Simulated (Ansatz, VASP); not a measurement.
ZnSe in VASP and in Ansatz

```
Zn Se
1.0
     0.00000    2.47015    2.47015
     2.47015    0.00000    2.47015
     2.47015    2.47015    0.00000
Zn Se
1 1
Direct
  0.00000 0.00000 0.00000
  0.25000 0.25000 0.25000
```

Change from the starting cell: volume scaled by 0.64, PAW files.

Alike in both runs: task single point; functional PBE; k mesh 11 × 11 × 11; occupations fermi-dirac, width 0.1 eV; no spin polarisation.

|  | VASP | Ansatz |
| --- | --- | --- |
| version | VASP 6.6.1 | Ansatz 0.2.0 |
| potentials or method | VASP PAW PBE potentials, release 64 (Zn, Se) | PAW with Ansatz's default frozen-core files, scalar-relativistic |
| plane-wave cutoff (eV) | 520 | 420 |
| valence electrons in the cell | 18 | 28 |

```csv
,VASP,Ansatz,Ansatz less VASP
pressure (GPa),70.6,69.4,-1.19
```

Both programs put the cell under a high pressure, so it lies far from rest at this level. VASP's potentials hold 18 valence electrons a cell and Ansatz's 28, so a difference there can come from the potentials and not from the codes.

Noted on VASP's run: the cell as given lies far from equilibrium.
